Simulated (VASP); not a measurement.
Input of a VASP 6.6.1 run:

File INCAR:

```
PREC = Accurate
ENCUT = 520
EDIFF = 1E-7
ISMEAR = 0
SIGMA = 0.1
LREAL = F
LASPH = T
NELM = 100
ALGO = Normal
ISIF = 2
LWAVE = F
LCHARG = T
GGA = PE
LELF = T
LVHAR = T
NBANDS = 34
```

Contents of KPOINTS:

```
regular mesh
0
Gamma
  4 4 4
```

Contents of POSCAR:

```
NaC4
1.0
    4.3092382571      0.0000000000      0.0000000000
    0.0011386113      4.9757298596      0.0000000000
    0.1139839542      0.3238388497      5.4106815028
Na C
2 8
Direct
    0.0471099917      0.5093908716      0.5043122402
    0.5478611290      0.0110619355      0.4975940633
    0.3841144655      0.9974679434      0.9998227397
    0.3841079190      0.4974292282      0.9999294091
    0.8840194083      0.7471711343      0.9998644310
    0.8840505177      0.2475951341      0.9997611271
    0.2172363722      0.7473089940      0.9997945377
    0.2172268573      0.2476481500      0.9997812749
    0.7171508310      0.9974987705      0.9990317186
    0.7171225084      0.4974278386      0.0001084584
```

Potentials or basis: VASP PAW PBE potentials, release 64 (Na_pv, C).

Launch:

```console
$ cat potpaw_PBE.64/Na_pv/POTCAR potpaw_PBE.64/C/POTCAR > POTCAR
$ mpirun -np 1 vasp_std > vasp.out
```

(1) Estimate the largest force.

(2) Predict the pressure.

(3) Estimate the band gap on the k mesh.

Results:

(1) 0.282 eV/Å.

(2) 1.2 GPa.

(3) zero (band 23 reaches 7.08 eV, above the bottom of band 24 at 3.92 eV).

Caveat: the k points lie up to 0.36 Å⁻¹ apart.
